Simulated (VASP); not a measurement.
Set up this calculation in VASP 6.6.1, as the native input.

```
Task                      : relaxation of the atoms
Functional                : PBEsol
Potentials or basis       : VASP PAW PBE potentials, release 64 (N, Hf_pv, C)
Cutoff                    : 520 eV
k mesh                    : 9 × 9 × 1
Occupations               : gaussian, width 0.1 eV
Spin                      : no spin polarisation
Dipole correction         : yes
Atoms held fixed (from 0) : [0, 1, 3]
Further INCAR settings    : ALGO = Normal; EDIFF = 1e-07; IBRION = 2; EDIFFG = -0.03; NSW = 90
```

The structure of Hf3CN3 lies in POSCAR:

```
Hf3CN3
1.0
    3.1830776028      0.0000000000      0.0000000000
   -1.5915388014      2.7566260662      0.0000000000
    0.0000000000      0.0000000000     25.4974299488
N Hf C
3 3 1
Selective dynamics
Direct
    0.3333333333      0.6666666667      0.3333669321  F F F
    0.0000000000      0.0000000000      0.4352976751  F F F
    0.6666666667      0.3333333333      0.5372240905  T T T
    0.6666666667      0.3333333333      0.3843323037  F F F
    0.3333333333      0.6666666667      0.4880226930  T T T
    0.0000000000      0.0000000000      0.5874558582  T T T
    0.0000000000      0.0000000000      0.6862893487  T T T
```

One way to write it, as run:

INCAR

```
SYSTEM = Hf3CN3
PREC     = Accurate       ! precision mode
ENCUT    = 520            ! plane-wave cutoff, eV
EDIFF    = 1E-7           ! SCF threshold, eV
ISMEAR   = 0              ! smearing method
SIGMA    = 0.1            ! smearing width, eV
LREAL    = .False.        ! projectors in reciprocal space
LASPH    = .True.         ! aspherical terms in the spheres
NELM     = 100            ! most SCF steps
ALGO     = Normal         ! electronic algorithm
ISIF     = 2              ! what is computed and relaxed
LWAVE    = .False.        ! write WAVECAR
LCHARG   = .False.        ! write CHGCAR
LDIPOL   = .True.       
IDIPOL   = 3            
DIPOL    = 0.5 0.5 0.493
GGA      = PS             ! functional
IBRION   = 2              ! ionic algorithm
NSW      = 90             ! ionic steps
EDIFFG   = -0.03          ! ionic threshold
```

KPOINTS

```
regular mesh
0
Gamma
  9 9 1
  0 0 0
```

Potentials or basis: VASP PAW PBE potentials, release 64 (N, Hf_pv, C).

The run is started by

```bash
$ cat potpaw_PBE.64/N/POTCAR potpaw_PBE.64/Hf_pv/POTCAR potpaw_PBE.64/C/POTCAR > POTCAR
$ mpirun -np 1 vasp_std > vasp.out
```

It gave:

The energy gained by relaxing is 92.5 meV/atom and the ionic steps are 16. The band gap on the k mesh is zero (an odd number of electrons rules out a gap without spin polarisation).

Caveat: spin-orbit coupling is left out, which moves the levels of the heavy elements.

It took 34 min on 1 thread of AMD EPYC 7R13 Processor (Zen 3), with other jobs on the host, peak memory 0.35 GiB.
